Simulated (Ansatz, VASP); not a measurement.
**Two plane-wave programs on SiO2**

```xyz
6
Lattice="4.1858 0.0000 0.0000 0.0000 4.1858 0.0000 0.0000 0.0000 2.6684" Properties=species:S:1:pos:R:3 pbc="T T T"
Si    2.0929    2.0929    1.3342
Si    0.0000    0.0000    0.0000
O     0.8114    3.3743    1.3342
O     3.3743    0.8114    1.3342
O     1.2814    1.2814    0.0000
O     2.9043    2.9043    0.0000
```

Alike in both runs: functional r2SCAN; k mesh 6 × 6 × 8; occupations gaussian, width 0.02 eV; no spin polarisation.

Ansatz relaxed the structure, and its values are those at the end. VASP's run is a single point on that final structure, the one shown.

|  | VASP | Ansatz |
| --- | --- | --- |
| version | VASP 6.6.1 | Ansatz 0.2.0 |
| potentials or method | VASP PAW PBE potentials, release 64 (Si, O), cutoff 520 eV | scalar-relativistic, plane waves, PAW |
| valence electrons in the cell | 32 | 32 |

|  | VASP | Ansatz | Ansatz less VASP |
| --- | --- | --- | --- |
| gap on the k mesh at the Fermi level (eV) | 6.51 | 6.51 | +0.003 |
| least direct gap on the mesh (eV) | 6.51 | 6.51 | +0.003 |
| pressure (GPa) | 0.4 | 0.0 | -0.41 |
| rms of the force components (eV/Å) | 0.013 | 0.002 | -0.0102 |

VASP's potentials were made for PBE, not for r2SCAN.
